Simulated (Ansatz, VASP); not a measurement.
# One calculation of Si, two programs

INCAR

```
SYSTEM = Si
PREC     = Accurate       ! precision mode
ENCUT    = 500            ! plane-wave cutoff, eV
EDIFF    = 1E-6           ! SCF threshold, eV
ISMEAR   = 0              ! smearing method
SIGMA    = 0.01           ! smearing width, eV
LREAL    = .FALSE.        ! projectors in reciprocal space
LASPH    = .TRUE.         ! aspherical terms in the spheres
NELM     = 120            ! most SCF steps
ALGO     = Normal         ! electronic algorithm
ISIF     = 2              ! what is computed and relaxed
LWAVE    = .FALSE.        ! write WAVECAR
LCHARG   = .FALSE.        ! write CHGCAR
GGA      = CA             ! functional
NBANDS   = 11             ! bands
GGA_COMPAT= .FALSE.
```

Contents of KPOINTS:

```
regular mesh
0
G
  8 8 8
  0 0 0
```

File POSCAR:

```
Si
1.0
    0.0000000000      2.6750000000      2.6750000000
    2.6750000000      0.0000000000      2.6750000000
    2.6750000000      2.6750000000      0.0000000000
Si
2
Direct
    0.0000000000      0.0000000000      0.0000000000
    0.2500000000      0.2500000000      0.2500000000
```

Input for Ansatz:

```yaml
crystal:
  lattice:
    - [0.0, 2.675, 2.675]
    - [2.675, 0.0, 2.675]
    - [2.675, 2.675, 0.0]
  atoms:
    - { symbol: Si, position: [0.0, 0.0, 0.0] }
    - { symbol: Si, position: [0.25, 0.25, 0.25] }
scf:
  occupations: { method: fixed }
  n_extra_bands: 4
output:
  eigenvalues: true
kpoints:
  mp_grid: { grid: [8, 8, 8] }
hamiltonian:
  xc: lda
```

Alike in both runs: task single point; functional LDA; k mesh 8 × 8 × 8; no spin polarisation.

|  | VASP | Ansatz |
| --- | --- | --- |
| version | VASP 6.6.1 | Ansatz 0.2.0 |
| potentials or method | VASP PAW LDA potentials, release 64 (Si) | scalar-relativistic, plane waves, PAW |
| plane-wave cutoff (eV) | 500 | 420 |
| occupations | gaussian, width 0.01 eV | fixed |
| valence electrons in the cell | 8 | 8 |

```csv
,VASP,Ansatz,Ansatz less VASP
gap on the k mesh at the Fermi level (eV),0.44,0.44,+0.002
least direct gap on the mesh (eV),2.54,2.54,+0.002
```

LDA's correlation is that of Perdew and Zunger in VASP and of Perdew and Wang (1992) in Ansatz.
